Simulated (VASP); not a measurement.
Write the native input for VASP 6.6.1 that does the following.

```
Task                   : single point
Functional             : PBEsol
Potentials or basis    : VASP PAW PBE potentials, release 64 (Mg, S)
Cutoff                 : 520 eV
k mesh                 : 8 × 8 × 8
Occupations            : gaussian, width 0.05 eV
Spin                   : no spin polarisation
Dipole correction      : no
Further INCAR settings : ALGO = Normal; EDIFF = 1e-06; NBANDS = 11
```

The structure of MgS lies in POSCAR:

```
MgS
1.0
    0.0000000000      2.6016500000      2.6016500000
    2.6016500000      0.0000000000      2.6016500000
    2.6016500000      2.6016500000      0.0000000000
Mg S
1 1
Direct
    0.0000000000      0.0000000000      0.0000000000
    0.5000000000      0.5000000000      0.5000000000
```

The input as run:

INCAR

```
SYSTEM = MgS
PREC = Accurate
ENCUT = 520
EDIFF = 1E-6
ISMEAR = 0
SIGMA = 0.05
LREAL = .FALSE.
LASPH = .TRUE.
NELM = 100
ALGO = Normal
ISIF = 2
LWAVE = .FALSE.
LCHARG = .FALSE.
GGA = PS
NBANDS = 11
```

KPOINTS

```
Automatic mesh
0
G
  8 8 8
  0 0 0
```

Potentials or basis: VASP PAW PBE potentials, release 64 (Mg, S).

Run with:

```sh
$ cat potpaw_PBE.64/Mg/POTCAR potpaw_PBE.64/S/POTCAR > POTCAR
$ mpirun -np 1 vasp_std > vasp.out
```

It gave:

* Pressure: -1.1 GPa
* Band gap on the k mesh: 2.70 eV, indirect (least direct gap 3.59 eV)

Caveat: the PAW data sets were made with another functional, which shifts forces and pressure a little.

It took 10 s on 1 thread of Intel Xeon 6975P-C (shared host), peak memory 0.15 GiB.
